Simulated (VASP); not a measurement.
Wanted: the native input for a VASP 6.6.1 run.

- Task: single point
- Functional: PBE
- Potentials or basis: VASP PAW PBE potentials, release 64 (B, N)
- Cutoff: 520 eV
- k mesh: 12 × 12 × 12
- Occupations: gaussian, width 0.05 eV
- Spin: no spin polarisation
- Dipole correction: no
- Further INCAR settings: ALGO = Normal; EDIFF = 1e-07; NBANDS = 11

The structure of BN lies in POSCAR:

```
BN
1.0
    0.0000000000      1.7586109700      1.7858059850
    1.7586109700      0.0000000000      1.7858059850
    1.7586109700      1.7586109700      0.0000000000
B N
1 1
Direct
    0.0000000000      0.0000000000      0.0000000000
    0.7500000000      0.7500000000      0.7500000000
```

This cell differs from its parent crystal: strain -0.030 along x and y, -0.015 along z.

One way to write it, as run:

INCAR

```
SYSTEM = BN
PREC = Accurate
ENCUT = 520
EDIFF = 1E-7
ISMEAR = 0
SIGMA = 0.05
LREAL = .FALSE.
LASPH = .TRUE.
NELM = 80
ALGO = Normal
ISIF = 2
LWAVE = .FALSE.
LCHARG = .TRUE.
GGA = PE
LELF = .TRUE.
LVHAR = .TRUE.
NBANDS = 11
```

KPOINTS

```
regular mesh
0
G
  12 12 12
  0 0 0
```

Potentials or basis: VASP PAW PBE potentials, release 64 (B, N).

Launch:

```bash
$ cat potpaw_PBE.64/B/POTCAR potpaw_PBE.64/N/POTCAR > POTCAR
$ mpirun -np 1 vasp_std > vasp.out
```

Results of the run:

```json
{
  "Pressure": "32.4 GPa",
  "Band gap on the k mesh": "4.38 eV, indirect (least direct gap 9.05 eV)"
}
```

Caveat: the cell differs from its parent crystal (strain -0.030 along x and y, -0.015 along z).

Wall time 10 s on 1 thread of Intel Xeon 6975P-C (shared host), peak memory 0.13 GiB.
